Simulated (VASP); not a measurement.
# Ni5O4 in VASP: a series of runs, part 2 of 3

VASP 6.6.1. The steps go on from the part before.

## Step 3: Single point, PBEsol, collinear spin, ferromagnetic start

Contents of INCAR:

```
SYSTEM = Ni5O4
PREC     = Accurate       ! precision mode
ENCUT    = 520            ! plane-wave cutoff, eV
EDIFF    = 1E-7           ! SCF threshold, eV
ISMEAR   = 0              ! smearing method
SIGMA    = 0.1            ! smearing width, eV
LREAL    = .FALSE.        ! projectors in reciprocal space
LASPH    = .TRUE.         ! aspherical terms in the spheres
NELM     = 150            ! most SCF steps
ALGO     = Normal         ! electronic algorithm
ISIF     = 2              ! what is computed and relaxed
LWAVE    = .FALSE.        ! write WAVECAR
LCHARG   = .FALSE.        ! write CHGCAR
ISPIN    = 2              ! spin polarisation
MAGMOM   = 1.14 1.14 1.14 1.14 1.14 0.2 0.2 0.2 0.2 ! initial moments
LORBIT   = 11             ! projections on sites
LMAXMIX  = 4              ! l up to which the mixer works
LDIPOL   = .TRUE.       
IDIPOL   = 3            
DIPOL    = 0.5 0.5 0.500
GGA      = PS             ! functional
NBANDS   = 51             ! bands
```

Contents of KPOINTS:

```
Automatic mesh
0
G
  1 1 1
  0 0 0
```

Contents of POSCAR:

```
Ni5O4
1.0
    2.9105323198      0.0000000000      0.0000000000
   -1.4552661599      2.5205949274      0.0000000000
    0.0000000000      0.0000000000     24.5057587511
Ni O
5 4
Direct
    0.6666666667      0.3333333333      0.3060505115
    0.3333333333      0.6666666667      0.4030252557
    0.0000000000      0.0000000000      0.5000000000
    0.6666666667      0.3333333333      0.5969747443
    0.3333333333      0.6666666667      0.6939494885
    0.0000000000      0.0000000000      0.3545378836
    0.6666666667      0.3333333333      0.4515126279
    0.3333333333      0.6666666667      0.5484873721
    0.0000000000      0.0000000000      0.6454621164
```

Potentials or basis: VASP PAW PBE potentials, release 64 (Ni, O).

The run is started by

```console
$ cat potpaw_PBE.64/Ni/POTCAR potpaw_PBE.64/O/POTCAR > POTCAR
$ mpirun -np 1 vasp_gam > vasp.out
```

OUTCAR:

```text
SYSTEM = Ni5O4
   PREC = Accurate
   ENCUT = 520
   EDIFF = 1E-7
   ISMEAR = 0
   LREAL = .FALSE.
   LASPH = .TRUE.
   NELM = 150
   ISIF = 2
   ISPIN = 2
   LORBIT = 11
   GGA = PS

 ion  position               nearest neighbor table
   1  0.667  0.333  0.306-   6 2.06   6 2.06   6 2.06   2 2.91   2 2.91   2 2.91
   2  0.333  0.667  0.403-   6 2.06   6 2.06   6 2.06   7 2.06   7 2.06   7 2.06   1 2.91   1 2.91
                             1 2.91   3 2.91   3 2.91   3 2.91
   3  0.000  0.000  0.500-   7 2.06   8 2.06   8 2.06   7 2.06   7 2.06   8 2.06   2 2.91   4 2.91
                             2 2.91   4 2.91   2 2.91   4 2.91
   4  0.667  0.333  0.597-   9 2.06   9 2.06   9 2.06   8 2.06   8 2.06   8 2.06   5 2.91   5 2.91
                             5 2.91   3 2.91   3 2.91   3 2.91
   5  0.333  0.667  0.694-   9 2.06   9 2.06   9 2.06   4 2.91   4 2.91   4 2.91
   6  0.000  0.000  0.355-   2 2.06   1 2.06   2 2.06   1 2.06   2 2.06   1 2.06
   7  0.667  0.333  0.452-   3 2.06   3 2.06   3 2.06   2 2.06   2 2.06   2 2.06
   8  0.333  0.667  0.548-   3 2.06   3 2.06   3 2.06   4 2.06   4 2.06   4 2.06
   9  0.000  0.000  0.645-   4 2.06   5 2.06   4 2.06   5 2.06   4 2.06   5 2.06

  LATTYP: Found a hexagonal cell.
 ALAT       =     2.9105323198
 C/A-ratio  =     8.4196827448

  Lattice vectors:

 A1 = (   2.9105323198,   0.0000000000,   0.0000000000)
 A2 = (  -1.4552661599,   2.5205949274,   0.0000000000)
 A3 = (   0.0000000000,   0.0000000000,  24.5057587511)

Analysis of symmetry for initial positions (statically):
=====================================================================
 Subroutine PRICEL returns:
 Original cell was already a primitive cell.

 Routine SETGRP: Setting up the symmetry group for a
 hexagonal supercell.

 Subroutine GETGRP returns: Found 12 space group operations
 (whereof 12 operations were pure point group operations)
 out of a pool of 24 trial point group operations.

[... 242 lines left out ...]
      6      -7.4103      1.00000
[... 41 lines left out ...]
     48       7.5554      0.00000
     49       7.9212      0.00000
 [bands above 49 left out]

------------------------ aborting loop because EDIFF is reached ----------------------------------------

 vacuum level on the upper side and lower side of the slab       (xc-potential included)         0.001         0.001

  FORCE on cell =-STRESS in cart. coord.  units (eV):
  Direction    XX          YY          ZZ          XY          YZ          ZX
  --------------------------------------------------------------------------------------
  -------------------------------------------------------------------------------------
  Total       -8.0311354     -8.0311354     -3.1169370      0.0000000      0.0000000      0.0000000
  in kB      -71.5721222    -71.5721222    -27.7776156      0.0000000      0.0000000      0.0000000
  external PRESSURE =     -56.9739533 kB  Pullay stress =       0.0000000 kB

 VOLUME and BASIS-vectors are now :
 -----------------------------------------------------------------------------
  energy-cutoff  :      520.00
  volume of cell :      179.78
      direct lattice vectors                 reciprocal lattice vectors
     2.910532320  0.000000000  0.000000000     0.343579761  0.198365868  0.000000000
    -1.455266160  2.520594927  0.000000000     0.000000000  0.396731735  0.000000000
     0.000000000  0.000000000 24.505758751     0.000000000  0.000000000  0.040806735

 POSITION                                       TOTAL-FORCE (eV/Angst)
 -----------------------------------------------------------------------------------
      1.45527      0.84020      7.50000        -0.000000     -0.000000     -0.385821
     -0.00000      1.68040      9.87644         0.000000      0.000000     -0.240697
      0.00000      0.00000     12.25288         0.000000      0.000000      0.000000
      1.45527      0.84020     14.62932        -0.000000     -0.000000      0.240697
     -0.00000      1.68040     17.00576         0.000000      0.000000      0.385821
      0.00000      0.00000      8.68822         0.000000      0.000000      1.039283
      1.45527      0.84020     11.06466         0.000000     -0.000000      0.183694
     -0.00000      1.68040     13.44110        -0.000000      0.000000     -0.183694
      0.00000      0.00000     15.81754        -0.000000     -0.000000     -1.039283
 -----------------------------------------------------------------------------------
    total drift:                                0.000000      0.000000      0.000000

  FREE ENERGIE OF THE ION-ELECTRON SYSTEM (eV)
  ---------------------------------------------------
  free  energy   TOTEN  =       -48.6100988168 eV

  energy  without entropy=      -48.6100988168  energy(sigma->0) =      -48.61009882

 vacuum level on the upper side and lower side of the slab         7.461         7.461

 total charge

# of ion       s       p       d       tot
------------------------------------------
    1        0.566   0.116   8.195   8.878
    2        0.469   0.181   8.464   9.114
    3        0.456   0.184   8.473   9.114
    4        0.469   0.181   8.464   9.114
    5        0.566   0.116   8.195   8.878
    6        1.496   3.461   0.000   4.957
    7        1.468   3.526   0.000   4.994
    8        1.468   3.526   0.000   4.994
    9        1.496   3.461   0.000   4.957
--------------------------------------------------
tot          8.455  14.752  41.792  64.999

 magnetization (x)

# of ion       s       p       d       tot
------------------------------------------
    1        0.219   0.038   1.203   1.459
    2        0.032   0.017  -0.715  -0.666
    3        0.014  -0.007   0.725   0.732
    4        0.032   0.017  -0.715  -0.666
    5        0.219   0.038   1.203   1.459
    6        0.058   0.197   0.000   0.256
    7        0.012   0.023   0.000   0.035
    8        0.012   0.023   0.000   0.035
    9        0.058   0.197   0.000   0.256
--------------------------------------------------
tot          0.656   0.543   1.700   2.899
```

OSZICAR:

```text
N       E                     dE             d eps       ncg     rms          rms(c)
DAV:   1     0.815860817859E+03    0.81586E+03   -0.36569E+04   204   0.178E+03
DAV:   2     0.919893082691E+02   -0.72387E+03   -0.66935E+03   268   0.428E+02
[... 38 lines left out ...]
DAV:  41    -0.486100971465E+02   -0.50630E-05   -0.41558E-08   140   0.120E-03    0.755E-04
DAV:  42    -0.486100980358E+02   -0.88936E-06   -0.14101E-08   132   0.101E-03    0.634E-04
DAV:  43    -0.486100982812E+02   -0.24534E-06   -0.91655E-09   132   0.692E-04    0.434E-04
DAV:  44    -0.486100986398E+02   -0.35865E-06   -0.63984E-09   132   0.555E-04    0.239E-04
DAV:  45    -0.486100987992E+02   -0.15937E-06   -0.17684E-09   138   0.307E-04    0.163E-04
DAV:  46    -0.486100988168E+02   -0.17649E-07   -0.45444E-10   124   0.131E-04
   1 F= -.48610099E+02 E0= -.48610099E+02  d E =-.531913E-10  mag=     4.0000
```

stdout:

```text
POSCAR found type information on POSCAR NiO
 POSCAR found :  2 types and       9 ions
 scaLAPACK will be used
 -----------------------------------------------------------------------------
|                                                                             |
|                                                                             |
|     You enforced a specific xc type in the INCAR file but a different       |
|     I HOPE YOU KNOW WHAT YOU ARE DOING!                                     |
|                                                                             |
 -----------------------------------------------------------------------------

 LDA part: xc-table for (Slater+PW92), standard interpolation
 POSCAR, INCAR and KPOINTS ok, starting setup
 FFT: planning ... GRIDC
 FFT: planning ... GRID_SOFT
 FFT: planning ... GRID
 WAVECAR not read
 entering main loop
```

Run time: 64 s. Hardware: 1 thread of AMD EPYC 9R45 (Zen 5), shared host; peak memory 0.35 GiB.

What came out:

```
Free energy                                           : -48.6101 eV
Largest force                                         : 1.039 eV/Å
Net moment                                            : 4.00 μB per cell
Site moments                                          : Ni +1.46, -0.67, +0.73 (each value once); O +0.26, +0.04 (each value once) μB
Valence electrons inside the program's atomic spheres : Ni 8.88, 9.11 (each value once); O 4.96, 4.99 (each value once)
```

Forces on the atoms (eV/Å):
```
Ni   0.000  0.000 -0.386
Ni   0.000  0.000 -0.241
Ni   0.000  0.000  0.000
Ni   0.000  0.000  0.241
Ni   0.000  0.000  0.386
O    0.000  0.000  1.039
O    0.000  0.000  0.184
O    0.000  0.000 -0.184
O    0.000  0.000 -1.039
```

Caveat: the k points lie up to 2.49 Å⁻¹ apart; the PAW data sets were made with another functional, which shifts forces and pressure a little.

[end of part 2 of 3]
